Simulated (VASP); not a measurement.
# CuH2 (P6/mmm) in VASP: notebook

CuH2 is run at these levels: PBE; tasks: single point, relaxation of cell and atoms.

Everything below comes from runs of VASP 6.6.1. Logs are shortened: lines on timing, memory, paths and dates and some standing lists are left out, and cuts for length are marked.

## (1) The cell of the first run

Symmetry: P6/mmm, No. 191, hexagonal system. Conventional cell: a = 3.010 Å, b = 3.010 Å, c = 2.420 Å, α = 90.00°, β = 90.00°, γ = 120.00°. Cu (site symmetry 6/mmm) has 12 H at 2.12 Å and 2 Cu at 2.42 Å within 2.8 Å. H (site symmetry -6m2) has 3 H at 1.74 Å and 6 Cu at 2.12 Å within 2.3 Å.

## (2) Single point, PBE

Contents of INCAR:

```
PREC     = Accurate       # precision mode
ENCUT    = 520            # plane-wave cutoff, eV
EDIFF    = 1E-7           # SCF threshold, eV
ISMEAR   = 0              # smearing method
SIGMA    = 0.1            # smearing width, eV
LREAL    = False          # projectors in reciprocal space
LASPH    = True           # aspherical terms in the spheres
NELM     = 100            # most SCF steps
ALGO     = Normal         # electronic algorithm
ISIF     = 2              # what is computed and relaxed
LWAVE    = False          # write WAVECAR
LCHARG   = True           # write CHGCAR
GGA      = PE             # functional
LELF     = True           # ELF
LVHAR    = True         
NBANDS   = 14             # bands
```

Contents of KPOINTS:

```
regular mesh
0
Gamma
  18 18 18
```

Contents of POSCAR:

```
CuH2
1.0
    3.0102724607      0.0000000000      0.0000000000
   -1.5051362303      2.6069724233      0.0000000000
    0.0000000000      0.0000000000      2.4201632987
Cu H
1 2
Direct
    0.0000000000      0.0000000000      0.0000000000
    0.3333333333      0.6666666667      0.5000000000
    0.6666666667      0.3333333333      0.5000000000
```

Potentials or basis: VASP PAW PBE potentials, release 64 (Cu, H).

Command:

```bash
$ cat potpaw_PBE.64/Cu/POTCAR potpaw_PBE.64/H/POTCAR > POTCAR
$ mpirun -np 1 vasp_std > vasp.out
```

OUTCAR:

```text
PREC = Accurate
   ENCUT = 520
   EDIFF = 1E-7
   ISMEAR = 0
   LREAL = False
   LASPH = True
   NELM = 100
   ISIF = 2
   GGA = PE

 ion  position               nearest neighbor table
   1  0.000  0.000  0.000-
   2  0.333  0.667  0.500-
   3  0.667  0.333  0.500-

  LATTYP: Found a hexagonal cell.
 ALAT       =     3.0102724607
 C/A-ratio  =     0.8039681890

  Lattice vectors:

 A1 = (   3.0102724607,   0.0000000000,   0.0000000000)
 A2 = (  -1.5051362303,   2.6069724233,   0.0000000000)
 A3 = (   0.0000000000,   0.0000000000,   2.4201632987)

Analysis of symmetry for initial positions (statically):
=====================================================================
 Subroutine PRICEL returns:
 Original cell was already a primitive cell.

 Routine SETGRP: Setting up the symmetry group for a
 hexagonal supercell.

 Subroutine GETGRP returns: Found 24 space group operations
 (whereof 24 operations were pure point group operations)
 out of a pool of 24 trial point group operations.

The static configuration has the point symmetry D_6h.

Analysis of symmetry for dynamics (positions and initial velocities):
=====================================================================
 Subroutine PRICEL returns:
 Original cell was already a primitive cell.

 Routine SETGRP: Setting up the symmetry group for a
 hexagonal supercell.

 Subroutine GETGRP returns: Found 24 space group operations
 (whereof 24 operations were pure point group operations)
 out of a pool of 24 trial point group operations.

The dynamic configuration has the point symmetry D_6h.

 Subroutine INISYM returns: Found 24 space group operations
 (whereof 24 operations are pure point group operations),
 and found     1 'primitive' translations

----------------------------------------------------------------------------------------

                                     Primitive cell

  volume of cell :      18.9927

  direct lattice vectors                    reciprocal lattice vectors
     3.010272461  0.000000000  0.000000000     0.332195844  0.191793360  0.000000000
    -1.505136230  2.606972423  0.000000000     0.000000000  0.383586720  0.000000000
     0.000000000  0.000000000  2.420163299     0.000000000  0.000000000  0.413195259

  length of vectors
     3.010272461  3.010272461  2.420163299     0.383586720  0.383586720  0.413195259

  position of ions in fractional coordinates (direct lattice)
     0.000000000  0.000000000  0.000000000
     0.333333333  0.666666667  0.500000000
     0.666666667  0.333333333  0.500000000

  ion indices of the primitive-cell ions
   primitive index   ion index
                 1           1
                 2           2
                 3           3

----------------------------------------------------------------------------------------

 KPOINTS: regular mesh

Automatic generation of k-mesh.
 Grid dimensions read from file:
 generate k-points for:   18   18   18

 Generating k-lattice:

  Cartesian coordinates                     Fractional coordinates (reciprocal lattice)
     0.018455325  0.010655187  0.000000000     0.055555556  0.000000000  0.000000000
     0.000000000  0.021310373  0.000000000     0.000000000  0.055555556  0.000000000
     0.000000000  0.000000000  0.022955292     0.000000000  0.000000000  0.055555556

  Length of vectors
     0.021310373  0.021310373  0.022955292

  Shift w.r.t. Gamma in fractional coordinates (k-lattice)
     0.000000000  0.000000000  0.000000000

 Subroutine IBZKPT returns following result:
 ===========================================

 Found    370 irreducible k-points:

 Following reciprocal coordinates:
            Coordinates               Weight
  0.000000  0.000000  0.000000      1.000000
  0.055556  0.000000  0.000000      6.000000
  0.111111  0.000000  0.000000      6.000000
  0.166667  0.000000  0.000000      6.000000
  0.222222  0.000000  0.000000      6.000000
  0.277778  0.000000  0.000000      6.000000
[... 16 lines left out ...]
  0.333333  0.111111  0.000000     12.000000
  0.388889  0.111111  0.000000     12.000000
 [... further k-points ...]
   k-points           NKPTS =    370   k-points in BZ     NKDIM =    370   number of bands    NBANDS=     14
   number of dos      NEDOS =    301   number of ions     NIONS =      3
   total plane-waves  NPLWV =  10368
   dimension x,y,z NGX =    24 NGY =   24 NGZ =   18
   dimension x,y,z NGXF=    48 NGYF=   48 NGZF=   36
   ions per type =               1   2
   NGX,Y,Z   is equivalent  to a cutoff of  13.25, 13.25, 12.36 a.u.
   NGXF,Y,Z  is equivalent  to a cutoff of  26.51, 26.51, 24.73 a.u.
 SYSTEM =  unknown system
   PREC   = accura    normal or accurate (medium, high low for compatibility)
   ISTART =      0    job   : 0-new  1-cont  2-samecut
   ICHARG =      2    charge: 1-file 2-atom 10-const
   ISPIN  =      1    spin polarized calculation?
   LNONCOLLINEAR =      F non collinear calculations
   LSORBIT =      F    spin-orbit coupling
   LASPH  =      T    aspherical Exc in radial PAW
   ENCUT  =  520.0 eV  38.22 Ry    6.18 a.u.   5.60  5.60  4.50*2*pi/ulx,y,z
   NELM   =    100;   NELMIN=  2; NELMDL= -5     # of ELM steps
   EDIFF  = 0.1E-06   stopping-criterion for ELM
   LREAL  =      F    real-space projection
   EDIFFG = 0.1E-05   stopping-criterion for IOM
   NSW    =      0    number of steps for IOM
   IBRION =     -1    ionic relax: 0-MD 1-quasi-New 2-CG
   NFREE  =      0    steps in history (QN), initial steepest desc. (CG)
   ISIF   =      2    stress and relaxation
   ISYM   =      2    0-nonsym 1-usesym 2-fastsym
   POTIM  = 0.5000    time-step for ionic-motion
   TEBEG  =    0.0;   TEEND  =   0.0 temperature during run
   PSTRESS=    0.0 pullay stress
   NELECT =      13.0000    total number of electrons
   NUPDOWN=      -1.0000    fix difference up-down
   EMIN   =  10.00;   EMAX   =-10.00  energy-range for DOS
   EFERMI =   0.00;   METHOD = LEGACY
   ISMEAR =     0;   SIGMA  =   0.10  broadening in eV -4-tet -1-fermi 0-gaus
   EFERMI_NEDOS =   21; number of points for ismear=-14 and -15
   IALGO  =     38    algorithm
   IMIX   =      4    mixing-type and parameters
     AMIX     =   0.40;   BMIX     =  1.00
     AMIX_MAG =   1.60;   BMIX_MAG =  1.00
  volume/ion in A,a.u.               =       6.33        42.72
  Fermi-wavevector in a.u.,A,eV,Ry     =   1.442759  2.726418 28.321236  2.081552
  Thomas-Fermi vector in A             =   2.561243
   LORBIT       =      0    0 simple, 1 ext, 2 COOP (PROOUT), +10 PAW based schemes
   GGA     = PE    functional components
   LHFCALC =     F    Hartree Fock is set to
   AEXX    =    0.0000 exact exchange contribution
   IVDW    =     0    specifies the selected vdW correction
   LEPSILON=     F    determine dielectric tensor
   LRPA    =     F    only Hartree local field effects (RPA)
 non-spin polarized calculation
 Gauss-broadening in eV      SIGMA  =   0.10
  energy-cutoff  :      520.00
  volume of cell :       18.99
 maximum number of plane-waves:       525
 NGX is ok and might be reduce to    24
   NGX = 11   NGY = 11   NGZ =  9

 number of electron      13.0000016 magnetization

 Free energy of the ion-electron system (eV)
  ---------------------------------------------------
  ext. energy  EPLUGINS =         0.00000000
  ---------------------------------------------------
  free energy    TOTEN  =        -8.11133281 eV

  energy without entropy =       -8.10769042  energy(sigma->0) =       -8.10951161

 E-fermi :   6.2577     XC(G=0): -11.7924

 val. band max:        6.2482009241   @ k =   0.0000   0.0000   0.5000
 cond. band min:       6.2597999534   @ k =   0.2778   0.1667   0.2778
 fundamental gap:      0.0115990293
 Fermi energy:         6.2576645221

 k-point     1 :       0.0000    0.0000    0.0000
  band No.  band energies     occupation
      1      -6.4800      2.00000
      2       1.5088      2.00000
      3       2.5186      2.00000
      4       2.5186      2.00000
      5       3.4838      2.00000
      6       3.4838      2.00000
      7       9.3514      0.00000
      8      17.0508      0.00000
      9      17.4493      0.00000
     10      17.4493      0.00000
     11      19.7543      0.00000
     12      19.7543      0.00000
     13      20.7719      0.00000
     14      23.5910      0.00000

 k-point     2 :       0.0556    0.0000    0.0000
  band No.  band energies     occupation
      1      -6.4130      2.00000
      2       1.5124      2.00000
      3       2.4669      2.00000
      4       2.5391      2.00000
      5       3.4757      2.00000
      6       3.4822      2.00000
      7       9.2530      0.00000
      8      15.7840      0.00000
      9      16.9104      0.00000
     10      18.0584      0.00000
     11      20.3997      0.00000
     12      20.5914      0.00000
     13      20.8589      0.00000
     14      23.8237      0.00000

 k-point     3 :       0.1111    0.0000    0.0000
  band No.  band energies     occupation
      1      -6.2130      2.00000
      2       1.5219      2.00000
      3       2.3164      2.00000
      4       2.5992      2.00000
      5       3.4526      2.00000
      6       3.4777      2.00000
      7       8.9393      0.00000
      8      14.2621      0.00000
      9      15.9555      0.00000
     10      18.5503      0.00000
     11      21.1183      0.00000
     12      21.6753      0.00000
     13      21.9736      0.00000
     14      24.7180      0.00000
[... 324 lines left out ...]
 k-point    23 :       0.3333    0.1111    0.0000
  band No.  band energies     occupation
      1      -3.2140      2.00000
      2       0.2031      2.00000
      3       1.4685      2.00000
      4       3.2637      2.00000
      5       3.2642      2.00000
      6       3.4207      2.00000
      7       5.0202      2.00000
      8       8.6428      0.00000
      9      15.0834      0.00000
     10      21.1214      0.00000
     11      24.9943      0.00000
     12      25.9134      0.00000
     13      29.1524      0.00000
     14      30.2080      0.00000

 k-point    24 :       0.3889    0.1111    0.0000
  band No.  band energies     occupation
      1      -2.4084      2.00000
      2      -0.5028      2.00000
      3       1.4347      2.00000
      4       3.2461      2.00000
      5       3.3510      2.00000
      6       3.4147      2.00000
      7       4.5766      2.00000
      8       8.4354      0.00000
      9      14.9249      0.00000
     10      21.4939      0.00000
     11      26.1005      0.00000
     12      26.9286      0.00000
     13      28.8081      0.00000
     14      29.2021      0.00000

 [... further k-points ...]
[... 5 lines left out ...]
  --------------------------------------------------------------------------------------
  -------------------------------------------------------------------------------------
  Total       -0.0156906     -0.0156906      0.0395063     -0.0000000      0.0000000      0.0000000
  in kB       -1.3236226     -1.3236226      3.3326526     -0.0000000      0.0000000      0.0000000
  external PRESSURE =       0.2284691 kB  Pullay stress =       0.0000000 kB

 VOLUME and BASIS-vectors are now :
 -----------------------------------------------------------------------------
  energy-cutoff  :      520.00
  volume of cell :       18.99
      direct lattice vectors                 reciprocal lattice vectors
     3.010272461  0.000000000  0.000000000     0.332195844  0.191793360  0.000000000
    -1.505136230  2.606972423  0.000000000     0.000000000  0.383586720  0.000000000
     0.000000000  0.000000000  2.420163299     0.000000000  0.000000000  0.413195259

 POSITION                                       TOTAL-FORCE (eV/Angst)
 -----------------------------------------------------------------------------------
      0.00000      0.00000      0.00000         0.000000      0.000000      0.000000
     -0.00000      1.73798      1.21008        -0.000000     -0.000000      0.000000
      1.50514      0.86899      1.21008         0.000000      0.000000     -0.000000
 -----------------------------------------------------------------------------------
    total drift:                                0.000000      0.000000      0.000000

  FREE ENERGIE OF THE ION-ELECTRON SYSTEM (eV)
  ---------------------------------------------------
  free  energy   TOTEN  =        -8.1113328092 eV

  energy  without entropy=       -8.1076904191  energy(sigma->0) =       -8.10951161
```

Wall time 96 s (1 thread of Intel Xeon 8259CL, shared host); peak memory 0.21 GiB.

What came out:

* Free energy: -8.1113 eV
* Pressure: 0.0 GPa
* Band gap on the k mesh: zero (an odd number of electrons rules out a gap without spin polarisation)

## (3) Relaxation of cell and atoms, PBE

Contents of INCAR:

```
SYSTEM = CuH2
PREC     = Accurate       ! precision mode
ENCUT    = 600            ! plane-wave cutoff, eV
EDIFF    = 1E-7           ! SCF threshold, eV
ISMEAR   = 0              ! smearing method
SIGMA    = 0.1            ! smearing width, eV
LREAL    = .FALSE.        ! projectors in reciprocal space
LASPH    = .TRUE.         ! aspherical terms in the spheres
NELM     = 100            ! most SCF steps
ALGO     = Normal         ! electronic algorithm
ISIF     = 3              ! what is computed and relaxed
LWAVE    = .FALSE.        ! write WAVECAR
LCHARG   = .FALSE.        ! write CHGCAR
GGA      = PE             ! functional
IBRION   = 2              ! ionic algorithm
NSW      = 100            ! ionic steps
EDIFFG   = -0.01          ! ionic threshold
```

Contents of KPOINTS:

```
Automatic mesh
0
G
  18 18 18
  0 0 0
```

Contents of POSCAR:

```
CuH2
1.0
    3.0095517165      0.0000000000      0.0000000000
   -1.5047758582      2.6063482405      0.0000000000
    0.0000000000      0.0000000000      2.4174990050
Cu H
1 2
Direct
    0.0000000000      0.0000000000      0.0000000000
    0.3333333333      0.6666666667      0.5000000000
    0.6666666667      0.3333333333      0.5000000000
```

Potentials or basis: VASP PAW PBE potentials, release 64 (Cu, H).

Command:

```bash
$ cat potpaw_PBE.64/Cu/POTCAR potpaw_PBE.64/H/POTCAR > POTCAR
$ mpirun -np 1 vasp_std > vasp.out
```

Wall time 2.5 min (1 thread of Intel Xeon 8259CL, shared host); peak memory 0.22 GiB.

Results (log left out):

| Quantity | Value |
| --- | --- |
| Free energy | -8.1119 eV |
| Relaxed volume | 6.34 Å³/atom |
| Relaxed cell | a = 3.011 Å, b = 3.011 Å, c = 2.423 Å, α = 90.00°, β = 90.00°, γ = 120.00° |
| Space group after relaxing (to 0.1 Å) | P6/mmm (No. 191) |
| Energy gained by relaxing | 0.0 meV/atom |
| Ionic steps | 3 |
| Pressure after relaxing | -0.1 GPa |
| Band gap on the k mesh | zero (an odd number of electrons rules out a gap without spin polarisation) |

Stress tensor (GPa, compression positive):
```
-0.19  0.00  0.00
 0.00 -0.19  0.00
 0.00  0.00  0.12
```

Step by step:
```
step  energy change (eV)  largest force (eV/Å)  pressure (GPa)  volume (Å³)
   1              0.0000                0.0000            0.37        18.96
   2             -0.0001                0.0000            0.06        19.00
   3             -0.0001                0.0000           -0.09        19.03
```

Final structure:
```
CELL_PARAMETERS angstrom
3.01090 0.00000 0.00000
-1.50545 2.60751 0.00000
0.00000 0.00000 2.42334
ATOMIC_POSITIONS crystal
Cu 0.00000 0.00000 0.00000
H 0.33333 0.66667 0.50000
H 0.66667 0.33333 0.50000
```

Levels at points of the mesh, in eV from the Fermi level:
| k point | band 2 | band 3 | band 4 | band 5 | band 6 | band 7 | band 8 | band 9 | band 10 |
| --- | --- | --- | --- | --- | --- | --- | --- | --- | --- |
| (0.00, 0.00, 0.00) | -4.74 | -3.73 | -3.73 | -2.77 | -2.77 | 3.10 | 10.77 | 11.20 | 11.20 |
| (0.50, 0.00, 0.00) | -7.40 | -4.78 | -3.03 | -2.94 | -2.82 | -1.81 | 4.68 | 5.65 | 15.32 |
| (0.00, 0.00, 0.50) | -4.94 | -3.82 | -3.82 | -3.38 | -3.38 | -0.02 | 5.27 | 13.00 | 16.30 |
| (0.50, 0.00, 0.50) | -4.06 | -4.00 | -2.81 | -2.47 | -2.35 | 0.04 | 1.90 | 5.18 | 6.39 |
